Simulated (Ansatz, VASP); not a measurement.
# Two plane-wave programs on AlN

Contents of INCAR:

```
  PREC = Accurate
  ENCUT = 600
  EDIFF = 1E-6
  ISMEAR = 0
  SIGMA = 0.05
  LREAL = False
  LASPH = True
  NELM = 120
  ALGO = Normal
  ISIF = 2
  LWAVE = False
  LCHARG = False
  GGA = PS
  NBANDS = 26
  GGA_COMPAT = False
```

Contents of KPOINTS:

```
regular mesh
0
Gamma
  8 8 8
```

The input POSCAR:

```
AlN
1.0
   -3.1136926464      0.0000000000      0.0000000000
    0.0000000000      5.3930738627      0.0000000000
    1.5568463232     -2.6965369313     -4.9834165464
Al N
4 4
Direct
    0.9751588061      0.3325792953      0.9984919239
    0.4751588061      0.8325792953      0.9984919239
    0.2733331178      0.9159126286      0.4984919239
    0.7733331178      0.4159126286      0.4984919239
    0.8297769826      0.1415873714      0.6165080761
    0.3297769826      0.6415873714      0.6165080761
    0.0367310935      0.7249207047      0.1165080761
    0.5367310935      0.2249207047      0.1165080761
```

Input for Ansatz:

```yaml
crystal:
  lattice:
    - [-3.1136926464, 0.0, 0.0]
    - [0.0, 5.3930738627, 0.0]
    - [1.5568463232, -2.6965369313, -4.9834165464]
  atoms:
    - { symbol: Al, position: [0.9751588061, 0.3325792953, 0.9984919239] }
    - { symbol: Al, position: [0.4751588061, 0.8325792953, 0.9984919239] }
    - { symbol: Al, position: [0.2733331178, 0.9159126286, 0.4984919239] }
    - { symbol: Al, position: [0.7733331178, 0.4159126286, 0.4984919239] }
    - { symbol: "N", position: [0.8297769826, 0.1415873714, 0.6165080761] }
    - { symbol: "N", position: [0.3297769826, 0.6415873714, 0.6165080761] }
    - { symbol: "N", position: [0.0367310935, 0.7249207047, 0.1165080761] }
    - { symbol: "N", position: [0.5367310935, 0.2249207047, 0.1165080761] }
basis:
  ecutwfc: 420
kpoints:
  mp_grid: { grid: [8, 8, 8] }
hamiltonian:
  xc: pbesol
scf:
  occupations: { method: gaussian, width: 0.05 }
output:
  forces: true
  stress: true
  eigenvalues: true
```

Change from the starting cell: mode 4 (234.8 1/cm) frozen in, largest displacement +0.075 Å.

Alike in both runs: task single point; functional PBEsol; k mesh 8 × 8 × 8; occupations gaussian, width 0.05 eV; no spin polarisation.

```csv
,VASP,Ansatz
version,VASP 6.6.1,Ansatz 0.2.0
potentials or method,"VASP PAW PBE potentials, release 64 (Al, N), cutoff 600 eV","scalar-relativistic, plane waves, PAW"
valence electrons in the cell,32,32
```

```tsv
	VASP	Ansatz	Ansatz less VASP
gap on the k mesh at the Fermi level (eV)	4.05	4.03	-0.017
least direct gap on the mesh (eV)	4.05	4.03	-0.017
pressure (GPa)	-0.3	-0.1	+0.15
traceless stress, the component that is largest in VASP (GPa)	-0.36	-0.35	+0.001
rms of the force components (eV/Å)	0.187	0.186	-0.0008
```

VASP's potentials were made for PBE, not for PBEsol. Atom by atom the forces differ by 0.001 eV/Å (rms over components).
